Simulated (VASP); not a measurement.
Crystal: InAs.

```
In As
1.0
     0.00000    3.02400    3.02400
     3.02400    0.00000    3.02400
     3.02400    3.02400    0.00000
In As
1 1
Direct
  0.00000 0.00000 0.00000
  0.75000 0.75000 0.75000
```

| Property | Result |
| --- | --- |
| Program | VASP 6.6.1 |
| Task | relaxation of cell and atoms |
| Functional | PBE |
| Dispersion | D3(BJ) |
| Potentials or basis | VASP PAW PBE potentials, release 64 (In_d, As) |
| Cutoff | 500 eV |
| k mesh | 12 × 12 × 12 |
| Occupations | gaussian, width 0.1 eV |
| Spin | no spin polarisation |

At the start: pressure 1.9 GPa; volume 27.65 Å³/atom.

Problem. How do energy, volume and symmetry change on relaxing?

Solution. Over 3 steps the energy falls by 5.1 meV/atom and the volume is 28.56 Å³/atom (+3.3 %); space group F-43m (No. 216, to 0.05 Å).

The path:
```tsv
step	energy change (eV)	largest force (eV/Å)	pressure (GPa)	volume (Å³)
1	0.0000	0.0000	1.88	55.31
2	-0.0083	0.0000	-0.74	57.94
3	-0.0102	0.0000	0.01	57.11
```

Final structure:
```xyz
2
Lattice="0.0000 3.0566 3.0566 3.0566 0.0000 3.0566 3.0566 3.0566 0.0000" Properties=species:S:1:pos:R:3 pbc="T T T"
In    0.0000    0.0000    0.0000
As    4.5849    4.5849    4.5849
```

Caveat: pairwise dispersion overbinds metals, which lowers pressure and volume.
